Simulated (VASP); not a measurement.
## Co: single point with revPBE

The system is Co.

```
Co
1.0
     2.51197    0.00000    0.00000
    -1.25598    2.17543    0.00000
     0.00000    0.00000    8.14665
Co
4
Direct
  0.00000 0.00000 0.00000
  0.00000 0.00000 0.50000
  0.33333 0.66667 0.25000
  0.66667 0.33333 0.75000
```

```yaml
Program: VASP 6.6.1
Task: single point
Functional: revPBE
Potentials_or_basis: VASP PAW PBE potentials, release 64 (Co)
Cutoff: 520 eV
k_mesh: 14 × 14 × 4
Occupations: fermi-dirac, width 0.05 eV
Spin: collinear spin, antiferromagnetic start
Starting_moments: "[1.7, 1.7, -1.7, -1.7] μB"
Dipole_correction: no
Further_INCAR_settings: ALGO = Normal; EDIFF = 1e-06; NBANDS = 30
```

The pressure is -6.1 GPa. The net moment is -0.37 μB per cell, the site moments are Co +1.00, -1.19 μB and the valence electrons inside the program's atomic spheres are Co 8.22.

Stress tensor (GPa, compression positive):
```
-7.91  0.00  0.00
 0.00 -7.91  0.00
 0.00  0.00 -2.42
```

Levels at points of the mesh, in eV from the Fermi level:
Spin up:
| k point | band 15 | band 16 | band 17 | band 18 | band 19 | band 20 | band 21 | band 22 |
| --- | --- | --- | --- | --- | --- | --- | --- | --- |
| (0.00, 0.00, 0.00) | -1.31 | -0.97 | -0.97 | -0.46 | -0.46 | -0.13 | 0.10 | 0.10 |
| (0.50, 0.00, 0.00) | -0.28 | 0.11 | 0.46 | 0.51 | 0.60 | 0.94 | 0.96 | 1.54 |
| (0.00, 0.00, 0.50) | -1.38 | -1.38 | -0.68 | -0.68 | -0.68 | -0.68 | 0.30 | 0.30 |
| (0.50, 0.00, 0.50) | -0.31 | -0.31 | 0.12 | 0.12 | 0.95 | 0.95 | 1.62 | 1.62 |
Spin down:
| k point | band 14 | band 15 | band 16 | band 17 | band 18 | band 19 | band 20 | band 21 | band 22 | band 23 |
| --- | --- | --- | --- | --- | --- | --- | --- | --- | --- | --- |
| (0.00, 0.00, 0.00) | -1.23 | -1.23 | -1.05 | -1.05 | -0.63 | -0.63 | -0.12 | 0.21 | 0.21 | 0.27 |
| (0.50, 0.00, 0.00) | -0.42 | -0.26 | 0.11 | 0.33 | 0.35 | 0.36 | 0.87 | 0.87 | 1.45 | 3.09 |
| (0.00, 0.00, 0.50) | -1.61 | -1.45 | -1.45 | -0.73 | -0.73 | -0.73 | -0.73 | 0.23 | 0.23 | 0.23 |
| (0.50, 0.00, 0.50) | -1.01 | -0.44 | -0.44 | 0.05 | 0.05 | 0.87 | 0.87 | 1.67 | 1.67 | 3.00 |

It took 3.3 min on 1 thread of Intel(R) Xeon(R) 6975P-C (Granite Rapids), on a shared host, peak memory 0.26 GiB.

Caveat: the PAW data sets were made with another functional, which shifts forces and pressure a little.
